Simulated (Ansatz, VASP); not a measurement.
**One calculation of Ti2In, two programs**

```
Ti In
1.0
     0.00000    2.93179    0.00000
     2.93179    0.00000    0.00000
     1.46589    1.46589   -6.86642
Ti In
2 1
Direct
  0.32400 0.32400 0.35200
  0.67600 0.67600 0.64800
  0.00000 0.00000 0.00000
```

Alike in both runs: task single point; functional PBE; k mesh 12 × 12 × 12; occupations fermi-dirac, width 0.0307 eV; no spin polarisation.

```csv
,VASP,Ansatz
version,VASP 6.6.1,Ansatz 0.2.0
potentials or method,"VASP PAW PBE potentials, release 64 (Ti_sv, In_d), cutoff 500 eV",PAW plane waves
valence electrons in the cell,37,37
```

Ansatz gave:

```
pressure (GPa)                                                : -3.6
traceless stress, the component that is largest in VASP (GPa) : -2.14
rms of the force components (eV/Å)                            : 0.060
```

Q: Estimate VASP's values.

A: Pressure (GPa): -3.7; traceless stress, the component that is largest in VASP (GPa): -2.13; rms of the force components (eV/Å): 0.063.

Atom by atom the forces differ by 0.003 eV/Å (rms over components). The functional is the same, so the differences come from potentials, cutoffs and numerics.
